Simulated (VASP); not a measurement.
# BaO (Fm-3m) in VASP: G0W0 quasiparticle levels with PBE

Aim: the G0W0 quasiparticle levels of BaO with PBE.

All numbers are computed with VASP 6.6.1; they aren't measurements. Logs are shortened: lines on timing, memory, paths and dates and some standing lists are left out, and cuts for length are marked.

**1. The cell of the first run**

It takes space group Fm-3m (No. 225, cubic). The conventional cell has a = 5.544 Å, b = 5.544 Å, c = 5.544 Å, α = 90.00°, β = 90.00°, γ = 90.00°. Ba (site symmetry m-3m) has 6 O at 2.77 Å within 3.7 Å. Within 3.7 Å of O (site symmetry m-3m) lie 6 Ba at 2.77 Å.

**2. G0W0 quasiparticle levels, PBE**

Contents of POSCAR:

```
BaO
1.0
    0.0000000000      2.7719426821      2.7719426821
    2.7719426821      0.0000000000      2.7719426821
    2.7719426821      2.7719426821      0.0000000000
Ba O
1 1
Direct
    0.0000000000      0.0000000000      0.0000000000
    0.5000000000      0.5000000000      0.5000000000
```

Contents of INCAR.step1:

```
  PREC = Accurate
  ENCUT = 500
  EDIFF = 1E-8
  ISMEAR = 0
  SIGMA = 0.01
  LREAL = F
  LASPH = T
  NELM = 80
  ALGO = Normal
  LWAVE = T
  LCHARG = F
  GGA = PE
```

Contents of INCAR.step2:

```
  PREC = Accurate
  ENCUT = 500
  EDIFF = 1E-8
  ISMEAR = 0
  SIGMA = 0.01
  LREAL = F
  LASPH = T
  NELM = 1
  ALGO = Exact
  LWAVE = T
  LCHARG = F
  GGA = PE
  NBANDS = 77
  LOPTICS = T
  ISTART = 1
```

Contents of INCAR.step3:

```
  PREC = Accurate
  ENCUT = 500
  EDIFF = 1E-8
  ISMEAR = 0
  SIGMA = 0.01
  LREAL = F
  LASPH = T
  ALGO = EVGW0
  LWAVE = F
  LCHARG = F
  GGA = PE
  NELMGW = 1
  NBANDS = 77
  ENCUTGW = 80.0
  NOMEGA = 48
  PRECFOCK = Fast
  ISTART = 1
  NBANDSGW = 16
```

Contents of KPOINTS:

```
regular mesh
0
Gamma
  4 4 4
```

Potentials or basis: VASP PAW PBE potentials, release 64 (Ba_sv_GW, O_GW).

Command:

```
$ cat potpaw_PBE.64/Ba_sv_GW/POTCAR potpaw_PBE.64/O_GW/POTCAR > POTCAR
$ cp INCAR.step1 INCAR
$ mpirun -np 1 vasp_std > vasp.out
$ cp INCAR.step2 INCAR
$ mpirun -np 1 vasp_std > vasp.out
$ cp INCAR.step3 INCAR
$ mpirun -np 1 vasp_std > vasp.out
```

OUTCAR:

```text
PREC = Accurate
   ENCUT = 500
   EDIFF = 1E-8
   ISMEAR = 0
   LREAL = F
   LASPH = T
   GGA = PE
   NELMGW = 1
   ENCUTGW = 80.0
   PRECFOCK = Fast
   ISTART = 1

 ion  position               nearest neighbor table
   1  0.000  0.000  0.000-
   2  0.500  0.500  0.500-

  LATTYP: Found a face centered cubic cell.
 ALAT       =     5.5438853642

  Lattice vectors:

 A1 = (   0.0000000000,   2.7719426821,   2.7719426821)
 A2 = (   2.7719426821,   0.0000000000,   2.7719426821)
 A3 = (   2.7719426821,   2.7719426821,   0.0000000000)

Analysis of symmetry for initial positions (statically):
=====================================================================
 Subroutine PRICEL returns:
 Original cell was already a primitive cell.

 Routine SETGRP: Setting up the symmetry group for a
 face centered cubic supercell.

 Subroutine GETGRP returns: Found 48 space group operations
 (whereof 48 operations were pure point group operations)
 out of a pool of 48 trial point group operations.

The static configuration has the point symmetry O_h .

Analysis of symmetry for dynamics (positions and initial velocities):
=====================================================================
 Subroutine PRICEL returns:
 Original cell was already a primitive cell.

 Routine SETGRP: Setting up the symmetry group for a
 face centered cubic supercell.

 Subroutine GETGRP returns: Found 48 space group operations
 (whereof 48 operations were pure point group operations)
 out of a pool of 48 trial point group operations.

The dynamic configuration has the point symmetry O_h .

 Subroutine INISYM returns: Found 48 space group operations
 (whereof 48 operations are pure point group operations),
 and found     1 'primitive' translations

----------------------------------------------------------------------------------------

                                     Primitive cell

  volume of cell :      42.5974

  direct lattice vectors                    reciprocal lattice vectors
     0.000000000  2.771942682  2.771942682    -0.180378910  0.180378910  0.180378910
     2.771942682  0.000000000  2.771942682     0.180378910 -0.180378910  0.180378910
     2.771942682  2.771942682  0.000000000     0.180378910  0.180378910 -0.180378910

  length of vectors
     3.920118935  3.920118935  3.920118935     0.312425437  0.312425437  0.312425437

  position of ions in fractional coordinates (direct lattice)
     0.000000000  0.000000000  0.000000000
     0.500000000  0.500000000  0.500000000

  ion indices of the primitive-cell ions
   primitive index   ion index
                 1           1
                 2           2

----------------------------------------------------------------------------------------

 KPOINTS: regular mesh

Automatic generation of k-mesh.
 Grid dimensions read from file:
 generate k-points for:    4    4    4

 Generating k-lattice:

  Cartesian coordinates                     Fractional coordinates (reciprocal lattice)
    -0.045094728  0.045094728  0.045094728     0.250000000  0.000000000  0.000000000
     0.045094728 -0.045094728  0.045094728     0.000000000  0.250000000  0.000000000
     0.045094728  0.045094728 -0.045094728     0.000000000  0.000000000  0.250000000

  Length of vectors
     0.078106359  0.078106359  0.078106359

  Shift w.r.t. Gamma in fractional coordinates (k-lattice)
     0.000000000  0.000000000  0.000000000

 Subroutine IBZKPT returns following result:
 ===========================================

 Found      8 irreducible k-points:

 Following reciprocal coordinates:
            Coordinates               Weight
  0.000000  0.000000  0.000000      1.000000
  0.250000  0.000000  0.000000      8.000000
  0.500000  0.000000  0.000000      4.000000
  0.250000  0.250000  0.000000      6.000000
  0.500000  0.250000  0.000000     24.000000
 -0.250000  0.250000  0.000000     12.000000
  0.500000  0.500000  0.000000      3.000000
 -0.250000  0.500000  0.250000      6.000000
   k-points           NKPTS =      8   k-points in BZ     NKDIM =     64   number of bands    NBANDS=     77
   number of dos      NEDOS =    301   number of ions     NIONS =      2
   total plane-waves  NPLWV =  27000
   dimension x,y,z NGX =    30 NGY =   30 NGZ =   30
   dimension x,y,z NGXF=    60 NGYF=   60 NGZF=   60
   ions per type =               1   1
   NGX,Y,Z   is equivalent  to a cutoff of  12.72, 12.72, 12.72 a.u.
   NGXF,Y,Z  is equivalent  to a cutoff of  25.45, 25.45, 25.45 a.u.
 SYSTEM =  unknown system
   PREC   = accura    normal or accurate (medium, high low for compatibility)
   ISTART =      1    job   : 0-new  1-cont  2-samecut
   ICHARG =      0    charge: 1-file 2-atom 10-const
   ISPIN  =      1    spin polarized calculation?
   LNONCOLLINEAR =      F non collinear calculations
   LSORBIT =      F    spin-orbit coupling
   LASPH  =      T    aspherical Exc in radial PAW
   ENCUT  =  500.0 eV  36.75 Ry    6.06 a.u.   7.15  7.15  7.15*2*pi/ulx,y,z
   NELM   =     60;   NELMIN=  2; NELMDL=  0     # of ELM steps
   EDIFF  = 0.1E-07   stopping-criterion for ELM
   LREAL  =      F    real-space projection
   EDIFFG = 0.1E-06   stopping-criterion for IOM
   NSW    =      0    number of steps for IOM
   IBRION =     -1    ionic relax: 0-MD 1-quasi-New 2-CG
   NFREE  =      0    steps in history (QN), initial steepest desc. (CG)
   ISIF   =      0    stress and relaxation
   ISYM   =      3    0-nonsym 1-usesym 2-fastsym
   POTIM  = 0.5000    time-step for ionic-motion
   TEBEG  =    0.0;   TEEND  =   0.0 temperature during run
   PSTRESS=    0.0 pullay stress
   NELECT =      16.0000    total number of electrons
   NUPDOWN=      -1.0000    fix difference up-down
   EMIN   =  10.00;   EMAX   =-10.00  energy-range for DOS
   EFERMI =   0.00;   METHOD = LEGACY
   ISMEAR =     0;   SIGMA  =   0.01  broadening in eV -4-tet -1-fermi 0-gaus
   EFERMI_NEDOS =   21; number of points for ismear=-14 and -15
   IALGO  =     38    algorithm
   IMIX   =      4    mixing-type and parameters
     AMIX     =   0.40;   BMIX     =  1.00
     AMIX_MAG =   1.60;   BMIX_MAG =  1.00
  volume/ion in A,a.u.               =      21.30       143.73
  Fermi-wavevector in a.u.,A,eV,Ry     =   1.181192  2.232130 18.983054  1.395215
  Thomas-Fermi vector in A             =   2.317470
   LORBIT       =      0    0 simple, 1 ext, 2 COOP (PROOUT), +10 PAW based schemes
   GGA     = PE    functional components
   LHFCALC =     T    Hartree Fock is set to
   PRECFOCK=fast      Normal, Fast or Accurate (Low or Medium for compatibility)
   ENCUT4O =  -1.0   cutoff for four orbital integrals eV
   NKREDX  =     1    reduce k-point grid by
   NKREDY  =     1    reduce k-point grid by
   NKREDZ  =     1    reduce k-point grid by
   AEXX    =    1.0000 exact exchange contribution
   HFSCREEN=    0.0000 screening length (either q_TF or 0.3 A-1)
   HFSCREENC=   0.0000 screening length for correlation (either q_TF or 0.3 A-1)
   ENCUTFOCK=  -1.0 apply spherical cutoff to Coloumb kernel
   IVDW    =     0    specifies the selected vdW correction
   LEPSILON=     F    determine dielectric tensor
   LRPA    =     F    only Hartree local field effects (RPA)
   LRPAFORCE           =     F    calculate RPA forces
   ENCUTGW             =  80.0    cutoff for response function in eV
   ENCUTGWSOFT         =  64.0    soft cutoff for Coulomb kernel in GW response function in eV
   ENCUTLF             =  -1.0    cutoff for local field effects
   NELMGW              =     1    number of iterations in solving QP/BSE equation
   NELMHF              =     1    number of iterations in the inner HF iteration
   NKREDLFX            =     1    NKREDLFY  =   1   NKREDLFZ  =   1
 non-spin polarized calculation
 Gauss-broadening in eV      SIGMA  =   0.01
  energy-cutoff  :      500.00
  volume of cell :       42.60
 maximum number of plane-waves:      1106
 NGX is ok and might be reduce to    30
  NGX = 16; NGY = 16; NGZ = 16
   NGX = 15   NGY = 15   NGZ = 15
 maximum number of plane-waves:        76
 NGX is ok and might be reduce to    14

 QP shifts <psi_nk| G(iteration)W_0 |psi_nk>: iteration 1
 for sc-GW calculations column KS-energies equals QP-energies in previous step
 and V_xc(KS)=  KS-energies - (<T + V_ion + V_H > + <T+V_H+V_ion>^1  + <V_x>^1)

 k-point   1 :       0.0000    0.0000    0.0000
  band No.  KS-energies  QP-energies   sigma(KS)   V_xc(KS)     V^pw_x(r,r')   Z            occupation Imag(sigma)

      1     -21.4911     -22.2297     -16.1402     -15.0356     -24.4402       0.6686       2.0000       1.4288
      2     -10.6863     -12.0411     -21.6289     -19.4972     -30.7083       0.6356       2.0000       0.8000
      3      -6.0148      -7.3001     -15.9232     -14.2700     -19.3141       0.7775       2.0000       0.2386
      4      -6.0148      -7.3001     -15.9232     -14.2700     -19.3141       0.7775       2.0000       0.2386
      5      -6.0148      -7.3001     -15.9232     -14.2700     -19.3141       0.7775       2.0000       0.2386
      6       3.8863       3.4288     -18.7148     -18.0785     -23.1870       0.7190       2.0000       0.1771
[... 8 lines left out ...]
     15      11.8540      14.0360      -7.2673     -10.0231      -2.0869       0.7918       0.0000      -0.2285
     16      14.8336      19.6153      -9.0755     -15.4138      -3.0945       0.7544       0.0000      -0.2027

 k-point   2 :       0.2500    0.0000    0.0000
  band No.  KS-energies  QP-energies   sigma(KS)   V_xc(KS)     V^pw_x(r,r')   Z            occupation Imag(sigma)

      1     -21.3666     -22.1006     -16.2104     -15.1152     -24.4416       0.6702       2.0000       1.3852
      2     -11.0433     -12.3837     -20.8632     -18.7709     -29.8149       0.6407       2.0000       0.8006
      3      -6.1413      -7.4493     -16.4095     -14.7173     -20.0724       0.7730       2.0000       0.2590
      4      -6.0755      -7.3726     -15.8613     -14.1954     -19.2257       0.7786       2.0000       0.2287
      5      -6.0755      -7.3726     -15.8613     -14.1954     -19.2257       0.7786       2.0000       0.2287
      6       3.0008       2.3650     -16.7610     -15.8846     -20.8753       0.7255       2.0000       0.1960
[... 8 lines left out ...]
     15      13.6526      17.1088      -8.2887     -12.7524      -2.7184       0.7743       0.0000      -0.2325
     16      14.5431      19.0870      -8.8244     -14.7748      -2.9153       0.7636       0.0000      -0.2069

 k-point   3 :       0.5000    0.0000    0.0000
  band No.  KS-energies  QP-energies   sigma(KS)   V_xc(KS)     V^pw_x(r,r')   Z            occupation Imag(sigma)

      1     -21.2356     -21.9665     -16.2846     -15.2033     -24.4442       0.6759       2.0000       1.3373
      2     -11.4024     -12.7148     -20.1670     -18.1067     -29.0245       0.6370       2.0000       0.8189
      3      -6.2524      -7.5841     -16.8424     -15.1136     -20.7539       0.7703       2.0000       0.2837
      4      -6.1339      -7.4408     -15.8057     -14.1255     -19.1429       0.7778       2.0000       0.2195
      5      -6.1339      -7.4408     -15.8057     -14.1255     -19.1429       0.7778       2.0000       0.2195
      6       2.3626       1.6242     -15.7732     -14.7520     -19.8345       0.7231       2.0000       0.2266
[... 74 lines left out ...]
      1     -21.1680     -21.8999     -16.3303     -15.2583     -24.4726       0.6827       2.0000       1.3397
      2     -10.8619     -12.2244     -21.5351     -19.3801     -30.7199       0.6323       2.0000       0.8108
      3      -7.4854      -8.9100     -15.0415     -13.1873     -18.9152       0.7683       2.0000       0.3867
      4      -6.5950      -7.9158     -15.5982     -13.8660     -19.1871       0.7625       2.0000       0.2975
      5      -6.5950      -7.9158     -15.5982     -13.8660     -19.1871       0.7625       2.0000       0.2975
      6       4.1113       3.6748     -18.8742     -18.2737     -23.2475       0.7269       2.0000       0.1682
[... 8 lines left out ...]
     15      14.1090      15.5195      -9.9271     -11.7326      -5.3149       0.7812       0.0000      -0.3108
     16      14.1264      18.3221      -8.5307     -14.0344      -2.6786       0.7624       0.0000      -0.2159

 k-point   8 :      -0.2500    0.5000    0.2500
  band No.  KS-energies  QP-energies   sigma(KS)   V_xc(KS)     V^pw_x(r,r')   Z            occupation Imag(sigma)

      1     -21.1628     -21.8950     -16.3320     -15.2597     -24.4661       0.6829       2.0000       1.3315
      2     -11.0544     -12.4018     -21.0594     -18.9349     -30.1369       0.6342       2.0000       0.8095
      3      -7.0686      -8.4479     -15.2737     -13.4763     -19.0071       0.7674       2.0000       0.3467
      4      -7.0686      -8.4479     -15.2737     -13.4763     -19.0071       0.7674       2.0000       0.3467
      5      -6.0913      -7.4012     -16.2416     -14.5574     -19.7747       0.7777       2.0000       0.2397
      6       2.9889       2.3858     -17.5586     -16.7135     -22.0450       0.7136       2.0000       0.2101
[... 8 lines left out ...]
     15      14.1306      15.5463      -9.9476     -11.7619      -5.3292       0.7803       0.0000      -0.3127
     16      14.5128      16.9113     -10.0803     -13.1889      -5.2285       0.7716       0.0000      -0.2056
```

Wall time 2.3 min (1 thread of Intel Xeon Platinum 8488C (Sapphire Rapids), shared host); peak memory 0.4 GiB.

What came out:

```yaml
Quasiparticle_gap: 3.02 eV
Least_direct_quasiparticle_gap: 3.02 eV
Band_gap_of_the_starting_levels_on_the_mesh: 2.05 eV
Least_direct_gap_of_the_starting_levels_on_the_mesh: 2.05 eV
```

Caveat: the k points lie up to 0.49 Å⁻¹ apart; bands, screening cutoff and mesh are small and nothing is extrapolated, so the quasiparticle values aren't converged; spin-orbit coupling is left out, which moves the levels of the heavy elements.
